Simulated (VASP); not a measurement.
Wanted: the native input for a VASP 6.6.1 run.

```yaml
Task: single point
Functional: PBEsol
Potentials_or_basis: VASP PAW PBE potentials, release 64 (Au)
Cutoff: 520 eV
k_mesh: 20 × 20 × 20
Occupations: gaussian, width 0.15 eV
Spin: no spin polarisation
Dipole_correction: no
Further_INCAR_settings: ALGO = Normal; EDIFF = 1e-06; NBANDS = 12
```

The structure of Au lies in POSCAR:

```
Au
1.0
   -1.5744055500      1.5744055500      1.6158372750
    1.5744055500     -1.5744055500      1.6158372750
    1.5744055500      1.5744055500     -1.6158372750
Au
1
Direct
    0.0000000000      0.0000000000      0.0000000000
```

This cell differs from its parent crystal: strain -0.050 along x and y, -0.025 along z.

The input as run:

INCAR

```
PREC = Accurate
ENCUT = 520
EDIFF = 1E-6
ISMEAR = 0
SIGMA = 0.15
LREAL = False
LASPH = True
NELM = 60
ALGO = Normal
ISIF = 2
LWAVE = False
LCHARG = False
GGA = PS
NBANDS = 12
```

KPOINTS

```
Automatic mesh
0
Gamma
  20 20 20
```

Potentials or basis: VASP PAW PBE potentials, release 64 (Au).

The run is started by

```sh
$ cat potpaw_PBE.64/Au/POTCAR > POTCAR
$ mpirun -np 1 vasp_std > vasp.out
```

Results of the run:

- Pressure: 12.5 GPa

Caveat: the cell differs from its parent crystal (strain -0.050 along x and y, -0.025 along z); the PAW data sets were made with another functional, which shifts forces and pressure a little.

Wall time 28 s on 1 thread of Intel(R) Xeon(R) 6975P-C (Granite Rapids) (shared host), peak memory 0.22 GiB.
